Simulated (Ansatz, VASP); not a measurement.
One calculation of Si2B5, two programs

```xyz
7
Lattice="3.4243 0.0000 0.0000 -1.7122 2.9656 0.0000 0.0000 0.0000 8.4863" Properties=species:S:1:pos:R:3 pbc="T T T"
Si    0.0000    0.0000    2.6651
Si    0.0000    0.0000    5.8211
B     1.7122    0.0000    4.2431
B    -0.8561    1.4828    4.2431
B     0.8561    1.4828    4.2431
B     0.0000    0.0000    7.7095
B     0.0000    0.0000    0.7768
```

Alike in both runs: functional PBE; k mesh 12 × 12 × 6; occupations gaussian, width 0.1 eV; no spin polarisation.

Ansatz relaxed the structure, and its values are those at the end. VASP's run is a single point on that final structure, the one shown.

|  | VASP | Ansatz |
| --- | --- | --- |
| version | VASP 6.6.1 | Ansatz 0.2.0 |
| potentials or method | VASP PAW PBE potentials, release 64 (Si, B), cutoff 520 eV | scalar-relativistic, plane waves, PAW |
| valence electrons in the cell | 23 | 23 |

Ansatz gave:

```
gap on the k mesh at the Fermi level (eV) : none
pressure (GPa)                            : 0.0
rms of the force components (eV/Å)        : 0.002
```

Q: Estimate VASP's values.

A: gap on the k mesh at the Fermi level (eV): none; pressure (GPa): -0.1; rms of the force components (eV/Å): 0.004.

A gap of «none» marks a metal or a gap that the smearing closes.
